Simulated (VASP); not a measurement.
# InAs (F-43m) in VASP: single point with LDA

Aim: the single point of InAs with LDA.

All numbers are computed with VASP 6.6.1; they aren't measurements. Logs are shortened: lines on timing, memory, paths and dates and some standing lists are left out, and cuts for length are marked.

**1. The cell of the first run**

Symmetry: F-43m, No. 216, cubic system. The conventional cell has a = 6.026 Å, b = 6.026 Å, c = 6.026 Å, α = 90.00°, β = 90.00°, γ = 90.00°. In (site symmetry -43m) has 4 As at 2.61 Å within 3.4 Å. As (site symmetry -43m) has 4 In at 2.61 Å within 3.4 Å.

**2. Single point, LDA**

File POSCAR:

```
InAs
1.0
    0.0000000000      3.0129534736      3.0129534736
    3.0129534736      0.0000000000      3.0129534736
    3.0129534736      3.0129534736      0.0000000000
In As
1 1
Direct
    0.0000000000      0.0000000000      0.0000000000
    0.2500000000      0.2500000000      0.2500000000
```

File INCAR.step1:

```
SYSTEM = InAs
  ALGO = Normal
  EDIFF = 1E-6
  ENCUT = 400
  GGA_COMPAT = .FALSE.
  ISIF = 2
  ISMEAR = 0
  LASPH = .TRUE.
  LCHARG = .TRUE.
  LORBIT = 11
  LREAL = .FALSE.
  LWAVE = .FALSE.
  NBANDS = 16
  NEDOS = 2001
  NELM = 120
  PREC = Accurate
  SIGMA = 0.1
```

File KPOINTS.step1:

```
k-points
0
G
  12 12 12
  0 0 0
```

File INCAR.step2:

```
SYSTEM = InAs
  ALGO = Normal
  EDIFF = 1E-6
  ENCUT = 400
  GGA_COMPAT = .FALSE.
  ICHARG = 11
  ISIF = 2
  ISMEAR = -5
  LASPH = .TRUE.
  LCHARG = .FALSE.
  LORBIT = 10
  LREAL = .FALSE.
  LWAVE = .FALSE.
  NBANDS = 16
  NEDOS = 2001
  NELM = 120
  PREC = Accurate
  SIGMA = 0.1
```

File KPOINTS.step2:

```
k-points
0
G
  18 18 18
  0 0 0
```

Potentials or basis: VASP PAW LDA potentials, release 64 (In_d, As).

Run with:

```console
$ cat potpaw_LDA.64/In_d/POTCAR potpaw_LDA.64/As/POTCAR > POTCAR
$ cp INCAR.step1 INCAR
$ cp KPOINTS.step1 KPOINTS
$ mpirun -np 1 vasp_std > vasp.out
$ cp INCAR.step2 INCAR
$ cp KPOINTS.step2 KPOINTS
$ mpirun -np 1 vasp_std > vasp.out
```

OUTCAR:

```text
SYSTEM = InAs
   EDIFF = 1E-6
   ENCUT = 400
   ICHARG = 11
   ISIF = 2
   ISMEAR = -5
   LASPH = .TRUE.
   LORBIT = 10
   LREAL = .FALSE.
   NELM = 120
   PREC = Accurate

 ion  position               nearest neighbor table
   1  0.000  0.000  0.000-   2 2.61   2 2.61   2 2.61   2 2.61
   2  0.250  0.250  0.250-   1 2.61   1 2.61   1 2.61   1 2.61

  LATTYP: Found a face centered cubic cell.
 ALAT       =     6.0259069472

  Lattice vectors:

 A1 = (   0.0000000000,   3.0129534736,   3.0129534736)
 A2 = (   3.0129534736,   0.0000000000,   3.0129534736)
 A3 = (   3.0129534736,   3.0129534736,   0.0000000000)

Analysis of symmetry for initial positions (statically):
=====================================================================
 Subroutine PRICEL returns:
 Original cell was already a primitive cell.

 Routine SETGRP: Setting up the symmetry group for a
 face centered cubic supercell.

 Subroutine GETGRP returns: Found 24 space group operations
 (whereof 24 operations were pure point group operations)
 out of a pool of 48 trial point group operations.

The static configuration has the point symmetry T_d .

Analysis of symmetry for dynamics (positions and initial velocities):
=====================================================================
 Subroutine PRICEL returns:
 Original cell was already a primitive cell.

 Routine SETGRP: Setting up the symmetry group for a
 face centered cubic supercell.

 Subroutine GETGRP returns: Found 24 space group operations
 (whereof 24 operations were pure point group operations)
 out of a pool of 48 trial point group operations.

The dynamic configuration has the point symmetry T_d .

 Subroutine INISYM returns: Found 24 space group operations
 (whereof 24 operations are pure point group operations),
 and found     1 'primitive' translations

----------------------------------------------------------------------------------------

                                     Primitive cell

  volume of cell :      54.7025

  direct lattice vectors                    reciprocal lattice vectors
     0.000000000  3.012953474  3.012953474    -0.165950123  0.165950123  0.165950123
     3.012953474  0.000000000  3.012953474     0.165950123 -0.165950123  0.165950123
     3.012953474  3.012953474  0.000000000     0.165950123  0.165950123 -0.165950123

  length of vectors
     4.260959665  4.260959665  4.260959665     0.287434045  0.287434045  0.287434045

  position of ions in fractional coordinates (direct lattice)
     0.000000000  0.000000000  0.000000000
     0.250000000  0.250000000  0.250000000

  ion indices of the primitive-cell ions
   primitive index   ion index
                 1           1
                 2           2

----------------------------------------------------------------------------------------

 KPOINTS: k-points

Automatic generation of k-mesh.
 Grid dimensions read from file:
 generate k-points for:   18   18   18

 Generating k-lattice:

  Cartesian coordinates                     Fractional coordinates (reciprocal lattice)
    -0.009219451  0.009219451  0.009219451     0.055555556  0.000000000  0.000000000
     0.009219451 -0.009219451  0.009219451     0.000000000  0.055555556  0.000000000
     0.009219451  0.009219451 -0.009219451     0.000000000  0.000000000  0.055555556

  Length of vectors
     0.015968558  0.015968558  0.015968558

  Shift w.r.t. Gamma in fractional coordinates (k-lattice)
     0.000000000  0.000000000  0.000000000

 TETIRR: Found    806 inequivalent tetrahedra from    34992

 Subroutine IBZKPT returns following result:
 ===========================================

 Found    195 irreducible k-points:

 Following reciprocal coordinates:
            Coordinates               Weight
  0.000000  0.000000  0.000000      1.000000
  0.055556  0.000000  0.000000      8.000000
  0.111111  0.000000  0.000000      8.000000
  0.166667  0.000000  0.000000      8.000000
  0.222222  0.000000  0.000000      8.000000
  0.277778  0.000000  0.000000      8.000000
[... 16 lines left out ...]
 -0.277778  0.055556  0.000000     24.000000
 -0.222222  0.055556  0.000000     24.000000
 [... further k-points ...]
   k-points           NKPTS =    195   k-points in BZ     NKDIM =    195   number of bands    NBANDS=     16
   number of dos      NEDOS =   2001   number of ions     NIONS =      2
   total plane-waves  NPLWV =  21952
   dimension x,y,z NGX =    28 NGY =   28 NGZ =   28
   dimension x,y,z NGXF=    56 NGYF=   56 NGZF=   56
   ions per type =               1   1
   NGX,Y,Z   is equivalent  to a cutoff of  10.92, 10.92, 10.92 a.u.
   NGXF,Y,Z  is equivalent  to a cutoff of  21.85, 21.85, 21.85 a.u.
 SYSTEM =  InAs
   PREC   = accura    normal or accurate (medium, high low for compatibility)
   ISTART =      0    job   : 0-new  1-cont  2-samecut
   ICHARG =     11    charge: 1-file 2-atom 10-const
   ISPIN  =      1    spin polarized calculation?
   LNONCOLLINEAR =      F non collinear calculations
   LSORBIT =      F    spin-orbit coupling
   LASPH  =      T    aspherical Exc in radial PAW
   ENCUT  =  400.0 eV  29.40 Ry    5.42 a.u.   6.95  6.95  6.95*2*pi/ulx,y,z
   NELM   =    120;   NELMIN=  2; NELMDL=  0     # of ELM steps
   EDIFF  = 0.1E-05   stopping-criterion for ELM
   LREAL  =      F    real-space projection
   EDIFFG = 0.1E-04   stopping-criterion for IOM
   NSW    =      0    number of steps for IOM
   IBRION =     -1    ionic relax: 0-MD 1-quasi-New 2-CG
   NFREE  =      0    steps in history (QN), initial steepest desc. (CG)
   ISIF   =      2    stress and relaxation
   ISYM   =      2    0-nonsym 1-usesym 2-fastsym
   POTIM  = 0.5000    time-step for ionic-motion
   TEBEG  =    0.0;   TEEND  =   0.0 temperature during run
   PSTRESS=    0.0 pullay stress
   NELECT =      18.0000    total number of electrons
   NUPDOWN=      -1.0000    fix difference up-down
   EMIN   =  10.00;   EMAX   =-10.00  energy-range for DOS
   EFERMI =   0.00;   METHOD = LEGACY
   ISMEAR =    -5;   SIGMA  =   0.10  broadening in eV -4-tet -1-fermi 0-gaus
   EFERMI_NEDOS =   21; number of points for ismear=-14 and -15
   IALGO  =     38    algorithm
   IMIX   =      4    mixing-type and parameters
     AMIX     =   0.40;   BMIX     =  1.00
     AMIX_MAG =   1.60;   BMIX_MAG =  1.00
  volume/ion in A,a.u.               =      27.35       184.58
  Fermi-wavevector in a.u.,A,eV,Ry     =   1.130221  2.135807 17.380065  1.277399
  Thomas-Fermi vector in A             =   2.266916
   LORBIT       =     10    0 simple, 1 ext, 2 COOP (PROOUT), +10 PAW based schemes
   GGA     = CA    functional components
   LHFCALC =     F    Hartree Fock is set to
   AEXX    =    0.0000 exact exchange contribution
   IVDW    =     0    specifies the selected vdW correction
   LEPSILON=     F    determine dielectric tensor
   LRPA    =     F    only Hartree local field effects (RPA)
 non-spin polarized calculation
 Fermi weights with tetrahedron method with Bloechl corrections
  energy-cutoff  :      400.00
  volume of cell :       54.70
 maximum number of plane-waves:      1018

 number of electron      18.0000015 magnetization

 Free energy of the ion-electron system (eV)
  ---------------------------------------------------
  ext. energy  EPLUGINS =         0.00000000
  ---------------------------------------------------
  free energy    TOTEN  =        -9.03116096 eV

  energy without entropy =       -9.03116096  energy(sigma->0) =       -9.03116096

 E-fermi :   4.4444     XC(G=0):  -9.4573

 val. band max:        4.4445089268   @ k =   0.0000   0.0000   0.0000
 cond. band min:       4.4445093445   @ k =   0.0000   0.0000   0.0000
 fundamental gap:      0.0000004177
 Fermi energy:         4.4443904405

 k-point     1 :       0.0000    0.0000    0.0000
  band No.  band energies     occupation
      1      -9.9339      2.00000
      2      -9.9339      2.00000
      3      -9.9339      2.00000
      4      -9.7985      2.00000
      5      -9.7985      2.00000
      6      -7.5375      2.00000
[... 8 lines left out ...]
     15      14.1912      0.00000
     16      14.1912      0.00000

 k-point     2 :       0.0556    0.0000    0.0000
  band No.  band energies     occupation
      1      -9.9386      2.00000
      2      -9.9326      2.00000
      3      -9.9326      2.00000
      4      -9.7985      2.00000
      5      -9.7985      2.00000
      6      -7.5042      2.00000
[... 8 lines left out ...]
     15      13.7959      0.00000
     16      13.7959      0.00000

 k-point     3 :       0.1111    0.0000    0.0000
  band No.  band energies     occupation
      1      -9.9517      2.00000
      2      -9.9290      2.00000
      3      -9.9290      2.00000
      4      -9.7986      2.00000
      5      -9.7986      2.00000
      6      -7.4058      2.00000
[... 8 lines left out ...]
     15      13.3343      0.00000
     16      13.3343      0.00000

 k-point     4 :       0.1667    0.0000    0.0000
  band No.  band energies     occupation
      1      -9.9710      2.00000
      2      -9.9236      2.00000
      3      -9.9236      2.00000
      4      -9.7986      2.00000
      5      -9.7986      2.00000
      6      -7.2475      2.00000
[... 8 lines left out ...]
     15      13.0298      0.00000
     16      13.0298      0.00000

 k-point     5 :       0.2222    0.0000    0.0000
  band No.  band energies     occupation
      1      -9.9937      2.00000
      2      -9.9175      2.00000
      3      -9.9175      2.00000
      4      -9.7979      2.00000
      5      -9.7979      2.00000
      6      -7.0377      2.00000
[... 8 lines left out ...]
     15      12.9413      0.00000
     16      12.9413      0.00000

 k-point     6 :       0.2778    0.0000    0.0000
  band No.  band energies     occupation
      1     -10.0167      2.00000
      2      -9.9115      2.00000
      3      -9.9115      2.00000
      4      -9.7966      2.00000
      5      -9.7966      2.00000
      6      -6.7900      2.00000
[... 8 lines left out ...]
     15      13.1039      0.00000
     16      13.1039      0.00000
[... 267 lines left out ...]
 k-point    21 :      -0.3889    0.0556    0.0000
  band No.  band energies     occupation
      1     -10.0594      2.00000
      2      -9.9013      2.00000
      3      -9.9009      2.00000
      4      -9.7939      2.00000
      5      -9.7913      2.00000
      6      -6.1846      2.00000
[... 8 lines left out ...]
     15      13.8976      0.00000
     16      14.8720      0.00000

 k-point    22 :      -0.3333    0.0556    0.0000
  band No.  band energies     occupation
      1     -10.0453      2.00000
      2      -9.9048      2.00000
      3      -9.9033      2.00000
      4      -9.7965      2.00000
      5      -9.7924      2.00000
      6      -6.4159      2.00000
[... 8 lines left out ...]
     15      13.2568      0.00000
     16      14.2873      0.00000

 k-point    23 :      -0.2778    0.0556    0.0000
  band No.  band energies     occupation
      1     -10.0263      2.00000
      2      -9.9097      2.00000
      3      -9.9072      2.00000
      4      -9.7988      2.00000
      5      -9.7940      2.00000
      6      -6.6778      2.00000
[... 8 lines left out ...]
     15      12.7949      0.00000
     16      13.8026      0.00000

 k-point    24 :      -0.2222    0.0556    0.0000
  band No.  band energies     occupation
      1     -10.0045      2.00000
      2      -9.9157      2.00000
      3      -9.9123      2.00000
      4      -9.8002      2.00000
      5      -9.7954      2.00000
      6      -6.9324      2.00000
[... 8 lines left out ...]
     15      12.7506      0.00000
     16      13.5591      0.00000

 [... further k-points ...]
[... 5 lines left out ...]
  --------------------------------------------------------------------------------------
  -------------------------------------------------------------------------------------
  Total        0.0518120      0.0518120      0.0518120     -0.0000000      0.0000000     -0.0000000
  in kB        1.5175176      1.5175176      1.5175176     -0.0000000      0.0000000     -0.0000000
  external PRESSURE =       1.5175176 kB  Pullay stress =       0.0000000 kB

 VOLUME and BASIS-vectors are now :
 -----------------------------------------------------------------------------
  energy-cutoff  :      400.00
  volume of cell :       54.70
      direct lattice vectors                 reciprocal lattice vectors
     0.000000000  3.012953474  3.012953474    -0.165950123  0.165950123  0.165950123
     3.012953474  0.000000000  3.012953474     0.165950123 -0.165950123  0.165950123
     3.012953474  3.012953474  0.000000000     0.165950123  0.165950123 -0.165950123

 POSITION                                       TOTAL-FORCE (eV/Angst)
 -----------------------------------------------------------------------------------
      0.00000      0.00000      0.00000        -0.000000      0.000000      0.000000
      1.50648      1.50648      1.50648         0.000000     -0.000000     -0.000000
 -----------------------------------------------------------------------------------
    total drift:                               -0.000000     -0.000000     -0.000000

  FREE ENERGIE OF THE ION-ELECTRON SYSTEM (eV)
  ---------------------------------------------------
  free  energy   TOTEN  =        -9.0311609567 eV

  energy  without entropy=       -9.0311609567  energy(sigma->0) =       -9.03116096

 total charge

# of ion       s       p       d       tot
------------------------------------------
    1        0.865   0.754   9.886  11.505
    2        1.229   1.571   0.023   2.822
--------------------------------------------------
tot          2.093   2.325   9.909  14.328
```

Run time: 84 s. Hardware: 1 thread of AMD EPYC 7R13 (Zen 3), shared host; peak memory 0.2 GiB.

Results:

| Property | Result |
| --- | --- |
| Valence electrons inside the program's atomic spheres | In 11.51; As 2.82 |

Caveat: spin-orbit coupling is left out, which moves the levels of the heavy elements.
